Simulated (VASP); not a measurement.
# SnO2 (Pnnm) in VASP: a series of runs

SnO2 is run at these levels: PBE; tasks: single point.

All numbers are computed with VASP 6.6.1; they aren't measurements. Logs are shortened: lines on timing, memory, paths and dates and some standing lists are left out, and cuts for length are marked.

### 1 The cell of the first run

It takes space group Pnnm (No. 58, orthorhombic). The conventional cell has a = 4.754 Å, b = 4.901 Å, c = 3.238 Å, α = 90.00°, β = 90.00°, γ = 90.00°. Sn (site symmetry 2/m) has 6 O at 2.09 Å within 2.8 Å. Within 2.8 Å of O (site symmetry m) lie 3 Sn at 2.09 Å and 1 O at 2.64 Å.

### 2 Single point, PBE (strain -0.0150 x Voigt [1, -1, 0, 0, 0, 0])

The input, INCAR:

```
PREC     = Accurate       # precision mode
ENCUT    = 520            # plane-wave cutoff, eV
EDIFF    = 1E-7           # SCF threshold, eV
ISMEAR   = 0              # smearing method
SIGMA    = 0.05           # smearing width, eV
LREAL    = False          # projectors in reciprocal space
LASPH    = True           # aspherical terms in the spheres
NELM     = 60             # most SCF steps
ALGO     = Normal         # electronic algorithm
ISIF     = 2              # what is computed and relaxed
LWAVE    = False          # write WAVECAR
LCHARG   = True           # write CHGCAR
GGA      = PE             # functional
LELF     = True           # ELF
LVHAR    = True         
NBANDS   = 35             # bands
```

The input, KPOINTS:

```
regular mesh
0
Gamma
  6 6 8
```

The input, POSCAR:

```
SnO2
1.0
    4.7541198712      0.0000000000      0.0000000000
    0.0000000000      4.9007931176      0.0000000000
    0.0000000000      0.0000000000      3.2381666599
Sn O
2 4
Direct
    0.5000000000      0.5000000000      0.5000000000
    0.0000000000      0.0000000000      0.0000000000
    0.3064962475      0.3066616298      0.0000000000
    0.8064962475      0.1933383702      0.5000000000
    0.1935037525      0.8066616298      0.5000000000
    0.6935037525      0.6933383702      0.0000000000
```

Potentials or basis: VASP PAW PBE potentials, release 64 (Sn_d, O).

The run is started by

```console
$ cat potpaw_PBE.64/Sn_d/POTCAR potpaw_PBE.64/O/POTCAR > POTCAR
$ mpirun -np 1 vasp_std > vasp.out
```

OUTCAR:

```text
PREC = Accurate
   ENCUT = 520
   EDIFF = 1E-7
   ISMEAR = 0
   LREAL = False
   LASPH = True
   NELM = 60
   ISIF = 2
   GGA = PE

 ion  position               nearest neighbor table
   1  0.500  0.500  0.500-   3 2.09   6 2.09   3 2.09   6 2.09   5 2.09   4 2.09
   2  0.000  0.000  0.000-   4 2.09   5 2.09   4 2.09   5 2.09   3 2.09   6 2.09
   3  0.306  0.307  0.000-   1 2.09   1 2.09   2 2.09
   4  0.806  0.193  0.500-   2 2.09   2 2.09   1 2.09
   5  0.194  0.807  0.500-   2 2.09   2 2.09   1 2.09
   6  0.694  0.693  0.000-   1 2.09   1 2.09   2 2.09

  LATTYP: Found a simple orthorhombic cell.
 ALAT       =     3.2381666599
 B/A-ratio  =     1.4681516952
 C/A-ratio  =     1.5134468458

  Lattice vectors:

 A1 = (   0.0000000000,   0.0000000000,   3.2381666599)
 A2 = (   4.7541198712,   0.0000000000,   0.0000000000)
 A3 = (   0.0000000000,   4.9007931176,   0.0000000000)

Analysis of symmetry for initial positions (statically):
=====================================================================
 Subroutine PRICEL returns:
 Original cell was already a primitive cell.

 Routine SETGRP: Setting up the symmetry group for a
 simple orthorhombic supercell.

 Subroutine GETGRP returns: Found  8 space group operations
 (whereof  4 operations were pure point group operations)
 out of a pool of  8 trial point group operations.

The static configuration has the point symmetry C_2h.
 The point group associated with its full space group is D_2h.

Analysis of symmetry for dynamics (positions and initial velocities):
=====================================================================
 Subroutine PRICEL returns:
 Original cell was already a primitive cell.

 Routine SETGRP: Setting up the symmetry group for a
 simple orthorhombic supercell.

 Subroutine GETGRP returns: Found  8 space group operations
 (whereof  4 operations were pure point group operations)
 out of a pool of  8 trial point group operations.

The dynamic configuration has the point symmetry C_2h.
 The point group associated with its full space group is D_2h.

 Subroutine INISYM returns: Found  8 space group operations
 (whereof  4 operations are pure point group operations),
 and found     1 'primitive' translations

----------------------------------------------------------------------------------------

                                     Primitive cell

  volume of cell :      75.4459

  direct lattice vectors                    reciprocal lattice vectors
     4.754119871  0.000000000  0.000000000     0.210343876  0.000000000  0.000000000
     0.000000000  4.900793118  0.000000000     0.000000000  0.204048605  0.000000000
     0.000000000  0.000000000  3.238166660     0.000000000  0.000000000  0.308816718

  length of vectors
     4.754119871  4.900793118  3.238166660     0.210343876  0.204048605  0.308816718

  position of ions in fractional coordinates (direct lattice)
     0.500000000  0.500000000  0.500000000
     0.000000000  0.000000000  0.000000000
     0.306496248  0.306661630  0.000000000
     0.806496248  0.193338370  0.500000000
     0.193503752  0.806661630  0.500000000
     0.693503752  0.693338370  0.000000000

  ion indices of the primitive-cell ions
   primitive index   ion index
                 1           1
                 2           2
                 3           3
                 4           4
                 5           5
                 6           6

----------------------------------------------------------------------------------------

 KPOINTS: regular mesh

Automatic generation of k-mesh.
 Grid dimensions read from file:
 generate k-points for:    6    6    8

 Generating k-lattice:

  Cartesian coordinates                     Fractional coordinates (reciprocal lattice)
     0.035057313  0.000000000  0.000000000     0.166666667  0.000000000  0.000000000
     0.000000000  0.034008101  0.000000000     0.000000000  0.166666667  0.000000000
     0.000000000  0.000000000  0.038602090     0.000000000  0.000000000  0.125000000

  Length of vectors
     0.035057313  0.034008101  0.038602090

  Shift w.r.t. Gamma in fractional coordinates (k-lattice)
     0.000000000  0.000000000  0.000000000

 Subroutine IBZKPT returns following result:
 ===========================================

 Found     80 irreducible k-points:

 Following reciprocal coordinates:
            Coordinates               Weight
  0.000000  0.000000  0.000000      1.000000
  0.166667  0.000000  0.000000      2.000000
  0.333333  0.000000  0.000000      2.000000
  0.500000  0.000000  0.000000      1.000000
  0.000000  0.166667  0.000000      2.000000
  0.166667  0.166667  0.000000      4.000000
[... 16 lines left out ...]
  0.333333  0.166667  0.125000      8.000000
  0.500000  0.166667  0.125000      4.000000
 [... further k-points ...]
   k-points           NKPTS =     80   k-points in BZ     NKDIM =     80   number of bands    NBANDS=     35
   number of dos      NEDOS =    301   number of ions     NIONS =      6
   total plane-waves  NPLWV =  31104
   dimension x,y,z NGX =    36 NGY =   36 NGZ =   24
   dimension x,y,z NGXF=    72 NGYF=   72 NGZF=   48
   ions per type =               2   4
   NGX,Y,Z   is equivalent  to a cutoff of  12.59, 12.21, 12.32 a.u.
   NGXF,Y,Z  is equivalent  to a cutoff of  25.18, 24.42, 24.64 a.u.
 SYSTEM =  unknown system
   PREC   = accura    normal or accurate (medium, high low for compatibility)
   ISTART =      0    job   : 0-new  1-cont  2-samecut
   ICHARG =      2    charge: 1-file 2-atom 10-const
   ISPIN  =      1    spin polarized calculation?
   LNONCOLLINEAR =      F non collinear calculations
   LSORBIT =      F    spin-orbit coupling
   LASPH  =      T    aspherical Exc in radial PAW
   ENCUT  =  520.0 eV  38.22 Ry    6.18 a.u.   8.84  9.11  6.02*2*pi/ulx,y,z
   NELM   =     60;   NELMIN=  2; NELMDL= -5     # of ELM steps
   EDIFF  = 0.1E-06   stopping-criterion for ELM
   LREAL  =      F    real-space projection
   EDIFFG = 0.1E-05   stopping-criterion for IOM
   NSW    =      0    number of steps for IOM
   IBRION =     -1    ionic relax: 0-MD 1-quasi-New 2-CG
   NFREE  =      0    steps in history (QN), initial steepest desc. (CG)
   ISIF   =      2    stress and relaxation
   ISYM   =      2    0-nonsym 1-usesym 2-fastsym
   POTIM  = 0.5000    time-step for ionic-motion
   TEBEG  =    0.0;   TEEND  =   0.0 temperature during run
   PSTRESS=    0.0 pullay stress
   NELECT =      52.0000    total number of electrons
   NUPDOWN=      -1.0000    fix difference up-down
   EMIN   =  10.00;   EMAX   =-10.00  energy-range for DOS
   EFERMI =   0.00;   METHOD = LEGACY
   ISMEAR =     0;   SIGMA  =   0.05  broadening in eV -4-tet -1-fermi 0-gaus
   EFERMI_NEDOS =   21; number of points for ismear=-14 and -15
   IALGO  =     38    algorithm
   IMIX   =      4    mixing-type and parameters
     AMIX     =   0.40;   BMIX     =  1.00
     AMIX_MAG =   1.60;   BMIX_MAG =  1.00
  volume/ion in A,a.u.               =      12.57        84.86
  Fermi-wavevector in a.u.,A,eV,Ry     =   1.446097  2.732727 28.452450  2.091196
  Thomas-Fermi vector in A             =   2.564204
   LORBIT       =      0    0 simple, 1 ext, 2 COOP (PROOUT), +10 PAW based schemes
   GGA     = PE    functional components
   LHFCALC =     F    Hartree Fock is set to
   AEXX    =    0.0000 exact exchange contribution
   IVDW    =     0    specifies the selected vdW correction
   LEPSILON=     F    determine dielectric tensor
   LRPA    =     F    only Hartree local field effects (RPA)
 non-spin polarized calculation
 Gauss-broadening in eV      SIGMA  =   0.05
  energy-cutoff  :      520.00
  volume of cell :       75.45
 maximum number of plane-waves:      2068
 NGX is ok and might be reduce to    36
   NGX = 17   NGY = 19   NGZ = 13

 number of electron      51.9999993 magnetization

 Free energy of the ion-electron system (eV)
  ---------------------------------------------------
  ext. energy  EPLUGINS =         0.00000000
  ---------------------------------------------------
  free energy    TOTEN  =       -37.30238404 eV

  energy without entropy =      -37.30238404  energy(sigma->0) =      -37.30238404

 E-fermi :   5.7902     XC(G=0): -10.9777

 val. band max:        5.5359925760   @ k =   0.0000   0.0000   0.0000
 cond. band min:       6.2016410379   @ k =   0.0000   0.0000   0.0000
 fundamental gap:      0.6656484620
 Fermi energy:         5.7902331034

 k-point     1 :       0.0000    0.0000    0.0000
  band No.  band energies     occupation
      1     -15.4998      2.00000
      2     -14.8373      2.00000
      3     -14.6440      2.00000
      4     -14.6167      2.00000
      5     -14.6161      2.00000
      6     -14.5514      2.00000
[... 27 lines left out ...]
     34      17.1229      0.00000
     35      17.6352      0.00000

 k-point     2 :       0.1667    0.0000    0.0000
  band No.  band energies     occupation
      1     -15.4629      2.00000
      2     -14.8795      2.00000
      3     -14.6433      2.00000
      4     -14.6152      2.00000
      5     -14.6147      2.00000
      6     -14.5805      2.00000
[... 27 lines left out ...]
     34      17.1238      0.00000
     35      17.6726      0.00000

 k-point     3 :       0.3333    0.0000    0.0000
  band No.  band energies     occupation
      1     -15.3561      2.00000
      2     -15.0133      2.00000
      3     -14.6410      2.00000
      4     -14.6187      2.00000
      5     -14.6120      2.00000
      6     -14.6119      2.00000
[... 27 lines left out ...]
     34      17.6416      0.00000
     35      17.7409      0.00000
[... 723 lines left out ...]
 k-point    23 :       0.3333    0.1667    0.1250
  band No.  band energies     occupation
      1     -15.2961      2.00000
      2     -15.0273      2.00000
      3     -14.7359      2.00000
      4     -14.7232      2.00000
      5     -14.6052      2.00000
      6     -14.5723      2.00000
[... 27 lines left out ...]
     34      17.5865      0.00000
     35      17.7564      0.00000

 k-point    24 :       0.5000    0.1667    0.1250
  band No.  band energies     occupation
      1     -15.1733      2.00000
      2     -15.1733      2.00000
      3     -14.7303      2.00000
      4     -14.7303      2.00000
      5     -14.5894      2.00000
      6     -14.5894      2.00000
[... 27 lines left out ...]
     34      17.4342      0.00000
     35      17.8253      0.00000

 [... further k-points ...]
[... 5 lines left out ...]
  --------------------------------------------------------------------------------------
  -------------------------------------------------------------------------------------
  Total        0.7985988     -0.3327315      0.3881548      0.0000000      0.0000000      0.0000000
  in kB       16.9591292     -7.0659212      8.2428975      0.0000000      0.0000000      0.0000000
  external PRESSURE =       6.0453685 kB  Pullay stress =       0.0000000 kB

 VOLUME and BASIS-vectors are now :
 -----------------------------------------------------------------------------
  energy-cutoff  :      520.00
  volume of cell :       75.45
      direct lattice vectors                 reciprocal lattice vectors
     4.754119871  0.000000000  0.000000000     0.210343876  0.000000000  0.000000000
     0.000000000  4.900793118  0.000000000     0.000000000  0.204048605  0.000000000
     0.000000000  0.000000000  3.238166660     0.000000000  0.000000000  0.308816718

 POSITION                                       TOTAL-FORCE (eV/Angst)
 -----------------------------------------------------------------------------------
      2.37706      2.45040      1.61908        -0.000000      0.000000      0.000000
      0.00000      0.00000      0.00000        -0.000000      0.000000      0.000000
      1.45712      1.50289      0.00000        -0.023621      0.005010     -0.000000
      3.83418      0.94751      1.61908        -0.023621     -0.005010      0.000000
      0.91994      3.95328      1.61908         0.023621      0.005010      0.000000
      3.29700      3.39791      0.00000         0.023621     -0.005010      0.000000
 -----------------------------------------------------------------------------------
    total drift:                                0.000000      0.000000     -0.000000

  FREE ENERGIE OF THE ION-ELECTRON SYSTEM (eV)
  ---------------------------------------------------
  free  energy   TOTEN  =       -37.3023840370 eV

  energy  without entropy=      -37.3023840370  energy(sigma->0) =      -37.30238404
```

Run time: 1.8 min. Hardware: 1 thread of Intel Xeon Platinum 8375C at 2.90GHz (Ice Lake), shared host; peak memory 0.29 GiB.

Results:

```
Free energy            : -37.3024 eV
Pressure               : 0.6 GPa
Largest force          : 0.024 eV/Å
Band gap on the k mesh : 0.67 eV
```

Forces in eV/Å, atoms in the order of the input:
```
Sn   0.000  0.000  0.000
Sn   0.000  0.000  0.000
O   -0.024  0.005  0.000
O   -0.024 -0.005  0.000
O    0.024  0.005  0.000
O    0.024 -0.005  0.000
```

Caveat: the cell differs from its parent crystal (strain -0.0150 x Voigt [1, -1, 0, 0, 0, 0]); semilocal functionals underestimate gaps, and a narrow one can read as zero; spin-orbit coupling is left out, which moves the levels of the heavy elements.

### 3 Single point, PBE

The input, INCAR:

```
SYSTEM = SnO2
ALGO = Normal
EDIFF = 1E-7
ENCUT = 520
GGA = PE
ISIF = 2
ISMEAR = 0
LASPH = .True.
LCHARG = .False.
LREAL = .False.
LWAVE = .False.
NBANDS = 35
NELM = 80
PREC = Accurate
SIGMA = 0.05
```

The input, KPOINTS:

```
k-points
0
Gamma
  6 6 8
  0 0 0
```

POSCAR is that of step 2.

Potentials or basis: VASP PAW PBE potentials, release 64 (Sn_d, O).

The run is started by

```console
$ cat potpaw_PBE.64/Sn_d/POTCAR potpaw_PBE.64/O/POTCAR > POTCAR
$ mpirun -np 1 vasp_std > vasp.out
```

OUTCAR:

```text
SYSTEM = SnO2
   EDIFF = 1E-7
   ENCUT = 520
   GGA = PE
   ISIF = 2
   ISMEAR = 0
   LASPH = .True.
   LREAL = .False.
   NELM = 80
   PREC = Accurate

 ion  position               nearest neighbor table
   1  0.500  0.500  0.500-   3 2.09   6 2.09   3 2.09   6 2.09   5 2.09   4 2.09
   2  0.000  0.000  0.000-   4 2.09   5 2.09   4 2.09   5 2.09   3 2.09   6 2.09
   3  0.306  0.307  0.000-   1 2.09   1 2.09   2 2.09
   4  0.806  0.193  0.500-   2 2.09   2 2.09   1 2.09
   5  0.194  0.807  0.500-   2 2.09   2 2.09   1 2.09
[... 1124 lines left out ...]
  -------------------------------------------------------------------------------------
  Total        0.7985988     -0.3327315      0.3881548      0.0000000      0.0000000      0.0000000
  in kB       16.9591292     -7.0659212      8.2428975      0.0000000      0.0000000      0.0000000
  external PRESSURE =       6.0453685 kB  Pullay stress =       0.0000000 kB

 VOLUME and BASIS-vectors are now :
 -----------------------------------------------------------------------------
  energy-cutoff  :      520.00
  volume of cell :       75.45
      direct lattice vectors                 reciprocal lattice vectors
     4.754119871  0.000000000  0.000000000     0.210343876  0.000000000  0.000000000
     0.000000000  4.900793118  0.000000000     0.000000000  0.204048605  0.000000000
     0.000000000  0.000000000  3.238166660     0.000000000  0.000000000  0.308816718

 POSITION                                       TOTAL-FORCE (eV/Angst)
 -----------------------------------------------------------------------------------
      2.37706      2.45040      1.61908        -0.000000      0.000000      0.000000
      0.00000      0.00000      0.00000        -0.000000      0.000000      0.000000
      1.45712      1.50289      0.00000        -0.023621      0.005010     -0.000000
      3.83418      0.94751      1.61908        -0.023621     -0.005010      0.000000
      0.91994      3.95328      1.61908         0.023621      0.005010      0.000000
      3.29700      3.39791      0.00000         0.023621     -0.005010      0.000000
 -----------------------------------------------------------------------------------
    total drift:                                0.000000      0.000000     -0.000000

  FREE ENERGIE OF THE ION-ELECTRON SYSTEM (eV)
  ---------------------------------------------------
  free  energy   TOTEN  =       -37.3023840370 eV

  energy  without entropy=      -37.3023840370  energy(sigma->0) =      -37.30238404
```

Wall time 1.7 min (1 thread of Intel Xeon Platinum 8375C at 2.90GHz (Ice Lake), shared host); peak memory 0.29 GiB.

Results:

* Free energy: -37.3024 eV
* Pressure: 0.6 GPa
* Largest force: 0.024 eV/Å
* Band gap on the k mesh: 0.67 eV

Forces on the atoms (eV/Å):
```
Sn   0.000  0.000  0.000
Sn   0.000  0.000  0.000
O   -0.024  0.005  0.000
O   -0.024 -0.005  0.000
O    0.024  0.005  0.000
O    0.024 -0.005  0.000
```

Caveat: semilocal functionals underestimate gaps, and a narrow one can read as zero; spin-orbit coupling is left out, which moves the levels of the heavy elements.
